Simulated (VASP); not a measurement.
# Al (Fm-3m) in VASP: a series of runs, part 2 of 2

VASP 6.6.1. Earlier steps stand in the parts before.

## (4) Single point, PBEsol

This run uses another cell than the first one, of 16.21 Å³/atom, 1.103 times its volume.

Input file INCAR:

```
SYSTEM = Al
PREC = Accurate ; ENCUT = 520
EDIFF = 1E-6 ; ISMEAR = -1
SIGMA = 0.05 ; LREAL = .FALSE.
LASPH = .TRUE. ; NELM = 100
ALGO = Normal ; ISIF = 2
LWAVE = .FALSE. ; LCHARG = .FALSE.
GGA = PS ; NBANDS = 8
```

Input file KPOINTS:

```
regular mesh
0
G
  11 11 11
  0 0 0
```

Input file POSCAR:

```
Al
1.0
    0.0000000000      2.0086813319      2.0086813319
    2.0086813319      0.0000000000      2.0086813319
    2.0086813319      2.0086813319      0.0000000000
Al
1
Direct
    0.0000000000      0.0000000000      0.0000000000
```

Potentials or basis: VASP PAW PBE potentials, release 64 (Al).

Launch:

```console
> cat potpaw_PBE.64/Al/POTCAR > POTCAR
> mpirun -np 1 vasp_std > vasp.out
```

OUTCAR:

```text
SYSTEM = Al
   PREC = Accurate
   ENCUT = 520
   EDIFF = 1E-6
   ISMEAR = -1
   LREAL = .FALSE.
   LASPH = .TRUE.
   NELM = 100
   ISIF = 2
   GGA = PS

 ion  position               nearest neighbor table
   1  0.000  0.000  0.000-

  LATTYP: Found a face centered cubic cell.
 ALAT       =     4.0173626638

  Lattice vectors:

 A1 = (   0.0000000000,   2.0086813319,   2.0086813319)
 A2 = (   2.0086813319,   0.0000000000,   2.0086813319)
 A3 = (   2.0086813319,   2.0086813319,   0.0000000000)

Analysis of symmetry for initial positions (statically):
=====================================================================
 Subroutine PRICEL returns:
 Original cell was already a primitive cell.

 Routine SETGRP: Setting up the symmetry group for a
 face centered cubic supercell.

 Subroutine GETGRP returns: Found 48 space group operations
[... 9 lines left out ...]

 Routine SETGRP: Setting up the symmetry group for a
 face centered cubic supercell.

 Subroutine GETGRP returns: Found 48 space group operations
 (whereof 48 operations were pure point group operations)
 out of a pool of 48 trial point group operations.

[... 141 lines left out ...]
  ---------------------------------------------------
  free energy    TOTEN  =        -4.10184558 eV

  energy without entropy =       -4.09789995  energy(sigma->0) =       -4.09987277

 E-fermi :   8.1397     XC(G=0): -10.3218

 val. band max:        8.1184983411   @ k =  -0.4545   0.3636   0.0000
 cond. band min:       8.1668328248   @ k =   0.4545   0.1818   0.0909
 fundamental gap:      0.0483344837
 Fermi energy:         8.1397284244

 k-point     1 :       0.0000    0.0000    0.0000
  band No.  band energies     occupation
      1      -3.1171      2.00000
      2      20.8294      0.00000
      3      20.8294      0.00000
      4      20.8294      0.00000
      5      22.4567      0.00000
      6      22.4567      0.00000
      7      22.4567      0.00000
      8      24.7492      0.00000
[... 243 lines left out ...]
 k-point    24 :      -0.1818    0.1818    0.0000
  band No.  band energies     occupation
      1      -0.7131      2.00000
      2      11.9820      0.00000
      3      13.4874      0.00000
      4      20.1317      0.00000
      5      22.1715      0.00000
      6      23.1754      0.00000
      7      24.3880      0.00000
      8      25.3434      0.00000

 [... further k-points ...]
[... 5 lines left out ...]
  --------------------------------------------------------------------------------------
  -------------------------------------------------------------------------------------
  Total        0.0030554      0.0030554      0.0030554      0.0000000      0.0000000     -0.0000000
  in kB        0.3020032      0.3020032      0.3020032      0.0000000      0.0000000     -0.0000000
  external PRESSURE =       0.3020032 kB  Pullay stress =       0.0000000 kB

 VOLUME and BASIS-vectors are now :
 -----------------------------------------------------------------------------
  energy-cutoff  :      520.00
  volume of cell :       16.21
      direct lattice vectors                 reciprocal lattice vectors
     0.000000000  2.008681332  2.008681332    -0.248919524  0.248919524  0.248919524
     2.008681332  0.000000000  2.008681332     0.248919524 -0.248919524  0.248919524
     2.008681332  2.008681332  0.000000000     0.248919524  0.248919524 -0.248919524

 POSITION                                       TOTAL-FORCE (eV/Angst)
 -----------------------------------------------------------------------------------
      0.00000      0.00000      0.00000        -0.000000     -0.000000     -0.000000
 -----------------------------------------------------------------------------------
    total drift:                                0.000000     -0.000000     -0.000000

  FREE ENERGIE OF THE ION-ELECTRON SYSTEM (eV)
  ---------------------------------------------------
  free  energy   TOTEN  =        -4.1018455765 eV

  energy  without entropy=       -4.0978999542  energy(sigma->0) =       -4.09987277
```

stdout:

```text
POSCAR found type information on POSCAR Al
 POSCAR found :  1 types and       1 ions
 scaLAPACK will be used
 -----------------------------------------------------------------------------
|                                                                             |
|                                                                             |
|     You enforced a specific xc type in the INCAR file but a different       |
|     I HOPE YOU KNOW WHAT YOU ARE DOING!                                     |
|                                                                             |
 -----------------------------------------------------------------------------

 LDA part: xc-table for (Slater+PW92), standard interpolation
 POSCAR, INCAR and KPOINTS ok, starting setup
 FFT: planning ... GRIDC
 FFT: planning ... GRID_SOFT
 FFT: planning ... GRID
 WAVECAR not read
 entering main loop
```

Run time: 3.9 s. Hardware: 1 thread of AMD EPYC 9R45 (Zen 5), shared host; peak memory 0.1 GiB.

What came out:

```
Free energy : -4.1018 eV
Pressure    : 0.0 GPa
```

Caveat: the PAW data sets were made with another functional, which shifts forces and pressure a little.

## (5) Single point, PBEsol

This run uses another cell than the first one, of 15.84 Å³/atom, 1.078 times its volume.

Input file INCAR:

```
SYSTEM = Al
  PREC = Accurate
  ENCUT = 520
  EDIFF = 1E-6
  ISMEAR = -1
  SIGMA = 0.05
  LREAL = .FALSE.
  LASPH = .TRUE.
  NELM = 100
  ALGO = Normal
  ISIF = 2
  LWAVE = .FALSE.
  LCHARG = .FALSE.
  GGA = PS
  NBANDS = 8
```

KPOINTS is that of step 4.

Input file POSCAR:

```
Al
1.0
    0.0000000000      1.9934275021      1.9934275021
    1.9934275021      0.0000000000      1.9934275021
    1.9934275021      1.9934275021      0.0000000000
Al
1
Direct
    0.0000000000      0.0000000000      0.0000000000
```

Potentials or basis: VASP PAW PBE potentials, release 64 (Al).

Launch:

```console
> cat potpaw_PBE.64/Al/POTCAR > POTCAR
> mpirun -np 1 vasp_std > vasp.out
```

OUTCAR:

```text
SYSTEM = Al
   PREC = Accurate
   ENCUT = 520
   EDIFF = 1E-6
   ISMEAR = -1
   LREAL = .FALSE.
   LASPH = .TRUE.
   NELM = 100
   ISIF = 2
   GGA = PS

 ion  position               nearest neighbor table
   1  0.000  0.000  0.000-

  LATTYP: Found a face centered cubic cell.
 ALAT       =     3.9868550042

  Lattice vectors:

 A1 = (   0.0000000000,   1.9934275021,   1.9934275021)
 A2 = (   1.9934275021,   0.0000000000,   1.9934275021)
 A3 = (   1.9934275021,   1.9934275021,   0.0000000000)

Analysis of symmetry for initial positions (statically):
[... 435 lines left out ...]
      3      13.8366      0.00000
      4      20.5669      0.00000
      5      22.6259      0.00000
      6      23.5838      0.00000
      7      24.9148      0.00000
      8      25.8633      0.00000

 [... further k-points ...]
[... 5 lines left out ...]
  --------------------------------------------------------------------------------------
  -------------------------------------------------------------------------------------
  Total        0.2016911      0.2016911      0.2016911      0.0000000      0.0000000     -0.0000000
  in kB       20.3969843     20.3969843     20.3969843      0.0000000      0.0000000     -0.0000000
  external PRESSURE =      20.3969843 kB  Pullay stress =       0.0000000 kB

 VOLUME and BASIS-vectors are now :
 -----------------------------------------------------------------------------
  energy-cutoff  :      520.00
  volume of cell :       15.84
      direct lattice vectors                 reciprocal lattice vectors
     0.000000000  1.993427502  1.993427502    -0.250824271  0.250824271  0.250824271
     1.993427502  0.000000000  1.993427502     0.250824271 -0.250824271  0.250824271
     1.993427502  1.993427502  0.000000000     0.250824271  0.250824271 -0.250824271

 POSITION                                       TOTAL-FORCE (eV/Angst)
 -----------------------------------------------------------------------------------
      0.00000      0.00000      0.00000         0.000000     -0.000000      0.000000
 -----------------------------------------------------------------------------------
    total drift:                                0.000000     -0.000000     -0.000000

  FREE ENERGIE OF THE ION-ELECTRON SYSTEM (eV)
  ---------------------------------------------------
  free  energy   TOTEN  =        -4.0995097346 eV

  energy  without entropy=       -4.0956154855  energy(sigma->0) =       -4.09756261
```

OSZICAR:

```text
N       E                     dE             d eps       ncg     rms          rms(c)
DAV:   1    -0.267098877014E+01   -0.26710E+01   -0.82889E+02   896   0.203E+02
DAV:   2    -0.412217029167E+01   -0.14512E+01   -0.14318E+01  1256   0.197E+01
DAV:   3    -0.412850575394E+01   -0.63355E-02   -0.63303E-02  1128   0.144E+00
DAV:   4    -0.412851762893E+01   -0.11875E-04   -0.11875E-04  1440   0.564E-02
DAV:   5    -0.412851764540E+01   -0.16471E-07   -0.16516E-07  1136   0.127E-03    0.146E+00
DAV:   6    -0.411121263597E+01    0.17305E-01   -0.19869E-03  1256   0.186E-01    0.829E-01
DAV:   7    -0.409952725117E+01    0.11685E-01   -0.54584E-03  1152   0.299E-01    0.177E-01
DAV:   8    -0.409951036401E+01    0.16887E-04   -0.21148E-05  1280   0.307E-02    0.133E-02
DAV:   9    -0.409950973464E+01    0.62937E-06   -0.29657E-07  1216   0.260E-03
   1 F= -.40995097E+01 E0= -.40975626E+01  d E =-.389425E-02
```

Wall time 3.9 s (1 thread of AMD EPYC 9R45 (Zen 5), shared host); peak memory 0.1 GiB.

What came out:

* Free energy: -4.0995 eV
* Pressure: 2.0 GPa

Caveat: the PAW data sets were made with another functional, which shifts forces and pressure a little.

## (6) Single point, PBEsol

This run uses another cell than the first one, of 15.36 Å³/atom, 1.045 times its volume.

Input file INCAR:

```
SYSTEM = Al
PREC = Accurate ; ENCUT = 520
EDIFF = 1E-7 ; ISMEAR = -1
SIGMA = 0.05 ; LREAL = .FALSE.
LASPH = .TRUE. ; NELM = 60
ALGO = Fast ; ISIF = 2
LWAVE = .FALSE. ; LCHARG = .FALSE.
GGA = PS ; NBANDS = 8
```

KPOINTS is that of step 5.

Input file POSCAR:

```
Al
1.0
    0.0000000000      1.9729089815      1.9729089815
    1.9729089815      0.0000000000      1.9729089815
    1.9729089815      1.9729089815      0.0000000000
Al
1
Direct
    0.0000000000      0.0000000000      0.0000000000
```

Potentials or basis: VASP PAW PBE potentials, release 64 (Al).

Launch:

```console
> cat potpaw_PBE.64/Al/POTCAR > POTCAR
> mpirun -np 1 vasp_std > vasp.out
```

OUTCAR:

```text
SYSTEM = Al
   PREC = Accurate
   ENCUT = 520
   EDIFF = 1E-7
   ISMEAR = -1
   LREAL = .FALSE.
   LASPH = .TRUE.
   NELM = 60
   ISIF = 2
   GGA = PS

 ion  position               nearest neighbor table
   1  0.000  0.000  0.000-

  LATTYP: Found a face centered cubic cell.
 ALAT       =     3.9458179630

  Lattice vectors:

 A1 = (   0.0000000000,   1.9729089815,   1.9729089815)
 A2 = (   1.9729089815,   0.0000000000,   1.9729089815)
 A3 = (   1.9729089815,   1.9729089815,   0.0000000000)

Analysis of symmetry for initial positions (statically):
[... 436 lines left out ...]
      3      14.3187      0.00000
      4      21.1644      0.00000
      5      23.2563      0.00000
      6      24.1483      0.00000
      7      25.6512      0.00000
      8      26.5828      0.00000

 [... further k-points ...]
[... 5 lines left out ...]
  --------------------------------------------------------------------------------------
  -------------------------------------------------------------------------------------
  Total        0.4876984      0.4876984      0.4876984      0.0000000      0.0000000     -0.0000000
  in kB       50.8757420     50.8757420     50.8757420      0.0000000      0.0000000     -0.0000000
  external PRESSURE =      50.8757420 kB  Pullay stress =       0.0000000 kB

 VOLUME and BASIS-vectors are now :
 -----------------------------------------------------------------------------
  energy-cutoff  :      520.00
  volume of cell :       15.36
      direct lattice vectors                 reciprocal lattice vectors
     0.000000000  1.972908982  1.972908982    -0.253432877  0.253432877  0.253432877
     1.972908982  0.000000000  1.972908982     0.253432877 -0.253432877  0.253432877
     1.972908982  1.972908982  0.000000000     0.253432877  0.253432877 -0.253432877

 POSITION                                       TOTAL-FORCE (eV/Angst)
 -----------------------------------------------------------------------------------
      0.00000      0.00000      0.00000        -0.000000     -0.000000     -0.000000
 -----------------------------------------------------------------------------------
    total drift:                               -0.000000      0.000000     -0.000000

  FREE ENERGIE OF THE ION-ELECTRON SYSTEM (eV)
  ---------------------------------------------------
  free  energy   TOTEN  =        -4.0888383421 eV

  energy  without entropy=       -4.0850076590  energy(sigma->0) =       -4.08692300
```

stdout:

```text
POSCAR found type information on POSCAR Al
 POSCAR found :  1 types and       1 ions
 scaLAPACK will be used
 -----------------------------------------------------------------------------
|                                                                             |
|                                                                             |
|     You enforced a specific xc type in the INCAR file but a different       |
|     I HOPE YOU KNOW WHAT YOU ARE DOING!                                     |
|                                                                             |
 -----------------------------------------------------------------------------

 LDA part: xc-table for (Slater+PW92), standard interpolation
 POSCAR, INCAR and KPOINTS ok, starting setup
 FFT: planning ... GRIDC
 FFT: planning ... GRID_SOFT
 FFT: planning ... GRID
 WAVECAR not read
 entering main loop
```

Run time: 5.6 s. Hardware: 1 thread of AMD EPYC 9R45 (Zen 5), shared host; peak memory 0.1 GiB.

Results:

```
Free energy : -4.0888 eV
Pressure    : 5.1 GPa
```

Levels at points of the mesh, in eV from the Fermi level:
| k point | band 1 | band 2 | band 3 | band 4 |
| --- | --- | --- | --- | --- |
| (0.00, 0.00, 0.00) | -11.63 | 13.01 | 13.01 | 13.01 |

Caveat: the PAW data sets were made with another functional, which shifts forces and pressure a little.

## (7) Overview

```csv
cell,gap on the mesh (eV),pressure (GPa)
"a = 2.749 Å, angles 60.0°, 1 atom",none,10.1
"a = 2.686 Å, angles 60.0°, 1 atom",none,20.2
"a = 2.841 Å, angles 60.0°, 1 atom",none,0.0
"a = 2.819 Å, angles 60.0°, 1 atom",none,2.0
"a = 2.790 Å, angles 60.0°, 1 atom",none,5.1
```

Alike in all rows: task single point; level PBEsol; potentials or basis VASP PAW PBE potentials, release 64 (Al); no spin polarisation; k mesh 11 × 11 × 11; cutoff (eV) 520; smearing fermi-dirac 0.05 eV.

Caveats: the PAW data sets were made with another functional, which shifts forces and pressure a little.

Absolute energies hang on the potentials; compare differences alone.
